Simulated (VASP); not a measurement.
# Bi: relaxation of cell and atoms with r2SCAN

The system is Bi.

```
Bi
1.0
     3.55798    0.00000    0.00000
    -1.77899    3.08130    0.00000
     0.00000    0.00000   11.62037
Bi
4
Direct
  0.00000 0.00000 0.00000
  0.00000 0.00000 0.50000
  0.33333 0.66667 0.25000
  0.66667 0.33333 0.75000
```

This isn't the form of Bi at room conditions, which is rhombohedral.

```json
{
  "Program": "VASP 6.6.1",
  "Task": "relaxation of cell and atoms",
  "Functional": "r2SCAN",
  "Potentials or basis": "VASP PAW PBE potentials, release 64 (Bi_d)",
  "Cutoff": "600 eV",
  "k mesh": "10 × 10 × 3",
  "Occupations": "fermi-dirac, width 0.1 eV",
  "Spin": "no spin polarisation",
  "Dipole correction": "no",
  "Further INCAR settings": "ALGO = Normal; EDIFF = 1e-06; IBRION = 2; EDIFFG = -0.01; NSW = 80; ISIF = 3"
}
```

The relaxed volume is 31.31 Å³/atom, the relaxed cell is a = 3.508 Å, b = 3.508 Å, c = 11.754 Å, α = 90.00°, β = 90.00°, γ = 120.00° and the space group after relaxing (to 0.1 Å) is P6_3/mmc (No. 194). The energy gained by relaxing is 4.4 meV/atom, the ionic steps are 8 and the pressure after relaxing is 0.0 GPa. The band gap on the k mesh is zero (bands 30 and 31 overlap by 6.33 eV).

Step by step:
| step | energy change (eV) | largest force (eV/Å) | pressure (GPa) | volume (Å³) |
| --- | --- | --- | --- | --- |
| 1 | 0.0000 | 0.0000 | -1.03 | 127.40 |
| 2 | -0.0120 | 0.0000 | 0.66 | 123.66 |
| 3 | -0.0132 | 0.0000 | 0.25 | 124.50 |
| 4 | -0.0167 | 0.0000 | 0.14 | 124.80 |
| 5 | -0.0174 | 0.0000 | 0.06 | 125.03 |
| 6 | -0.0174 | 0.0000 | 0.06 | 125.01 |
| 7 | -0.0174 | 0.0000 | 0.06 | 125.00 |
| 8 | -0.0174 | 0.0000 | -0.03 | 125.23 |

Final structure:
```
CELL_PARAMETERS angstrom
3.50752 0.00000 0.00000
-1.75376 3.03760 0.00000
0.00000 0.00000 11.75360
ATOMIC_POSITIONS crystal
Bi 0.00000 0.00000 0.00000
Bi 0.00000 0.00000 0.50000
Bi 0.33333 0.66667 0.25000
Bi 0.66667 0.33333 0.75000
```

Levels at points of the mesh, in eV from the Fermi level:
| k point | band 28 | band 29 | band 30 | band 31 | band 32 | band 33 |
| --- | --- | --- | --- | --- | --- | --- |
| (0.00, 0.00, 0.00) | 3.75 | 3.75 | 4.45 | 4.45 | 4.47 | 4.47 |
| (0.50, 0.00, 0.00) | -3.66 | -1.55 | -0.77 | 0.56 | 1.46 | 1.72 |

It took 53 min on 1 thread of Oxide Virtual Turin-like Processor, with other jobs on the host, peak memory 0.33 GiB.

Caveat: the PAW data sets were made with another functional, which shifts forces and pressure a little; spin-orbit coupling is left out, which moves the levels of the heavy elements.
